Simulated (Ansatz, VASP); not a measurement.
Be in VASP and in Ansatz

The input INCAR:

```
SYSTEM = Be
ALGO     = Normal         ! electronic algorithm
EDIFF    = 1E-6           ! SCF threshold, eV
ENCUT    = 520            ! plane-wave cutoff, eV
GGA      = PE             ! functional
ISIF     = 2              ! what is computed and relaxed
ISMEAR   = 1              ! smearing method
LASPH    = .TRUE.         ! aspherical terms in the spheres
LCHARG   = .TRUE.         ! write CHGCAR
LELF     = .TRUE.         ! ELF
LREAL    = .FALSE.        ! projectors in reciprocal space
LVHAR    = .TRUE.       
LWAVE    = .FALSE.        ! write WAVECAR
NBANDS   = 9              ! bands
NELM     = 60             ! most SCF steps
PREC     = Accurate       ! precision mode
SIGMA    = 0.1            ! smearing width, eV
```

The input KPOINTS:

```
k-points
0
G
  41 41 23
  0 0 0
```

File POSCAR:

```
Be
1.0
    2.2652065270      0.0000000000      0.0000000000
   -1.1326032630      1.9617263970      0.0000000000
    0.0000000000      0.0000000000      3.5595516090
Be
2
Direct
    0.0000000000      0.0000000000      0.0000000000
    0.3333333333      0.6666666667      0.5000000000
```

Input for Ansatz:

```yaml
crystal:
  lattice:
    - [2.265206527, 0.0, 0.0]
    - [-1.132603263, 1.961726397, 0.0]
    - [0.0, 0.0, 3.559551609]
  atoms:
    - { symbol: Be, position: [0.0, 0.0, 0.0] }
    - { symbol: Be, position: [0.3333333333, 0.6666666667, 0.5] }
kpoints:
  mp_grid: { grid: [41, 41, 23] }
scf:
  occupations: { method: cold, width: 0.1 }
hamiltonian:
  xc: pbe
  pseudopotentials: { kind: paw, azcp: { folder: soft_1 } }
output:
  forces: true
  stress: true
  populations: false
```

Alike in both runs: task single point; functional PBE; k mesh 41 × 41 × 23; no spin polarisation.

|  | VASP | Ansatz |
| --- | --- | --- |
| version | VASP 6.6.1 | Ansatz 0.2.0 |
| potentials or method | VASP PAW PBE potentials, release 64 (Be) | plane-wave PAW, scalar-relativistic |
| plane-wave cutoff (eV) | 520 | 420 |
| occupations | methfessel-paxton of order 1, width 0.1 eV | cold, width 0.1 eV |
| valence electrons in the cell | 4 | 4 |

|  | VASP | Ansatz | Ansatz less VASP |
| --- | --- | --- | --- |
| pressure (GPa) | 0.2 | 0.0 | -0.19 |
| traceless stress, the component that is largest in VASP (GPa) | 0.29 | 0.23 | -0.062 |
